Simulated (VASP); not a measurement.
MgGeSb2, 4 atoms in the cell. The structure is tetragonal, space group P-4m2 (No. 115). The conventional cell has a = 4.466 Å, b = 4.466 Å, c = 6.511 Å, α = 90.00°, β = 90.00°, γ = 90.00°. Mg (site symmetry -4m2) has 4 Sb at 2.80 Å within 3.7 Å. Within 3.6 Å of Sb (site symmetry 2mm) lie 2 Ge at 2.73 Å and 2 Mg at 2.80 Å. Within 3.6 Å of Ge (site symmetry -4m2) lie 4 Sb at 2.73 Å. 

* Program: VASP 6.6.1
* Task: relaxation of cell and atoms
* Functional: r2SCAN
* Potentials or basis: VASP PAW PBE potentials, release 64 (Mg, Sb, Ge_d)
* Cutoff: 600 eV
* k mesh: 6 × 6 × 4
* Occupations: fermi-dirac, width 0.02 eV
* Spin: no spin polarisation
* Dipole correction: no
* Further INCAR settings: ALGO = Normal; EDIFF = 1e-07; IBRION = 2; EDIFFG = -0.005; NSW = 80; ISIF = 3

Potentials or basis: VASP PAW PBE potentials, release 64 (Mg, Sb, Ge_d).

The run is started by

```console
$ cat potpaw_PBE.64/Mg/POTCAR potpaw_PBE.64/Sb/POTCAR potpaw_PBE.64/Ge_d/POTCAR > POTCAR
$ cp INCAR.step1 INCAR
$ mpirun -np 1 vasp_std > vasp.out
$ cp INCAR.step2 INCAR
$ mpirun -np 1 vasp_std > vasp.out
```

Hardware: 1 thread of Intel(R) Xeon(R) 6975P-C (Granite Rapids) (shared host).

Question: Estimate the wall time of this run.

Answer: Run time: 12 min on 1 thread of Intel(R) Xeon(R) 6975P-C (Granite Rapids), on a shared host, peak memory 0.36 GiB. Counts: k points 30, ion steps 8.
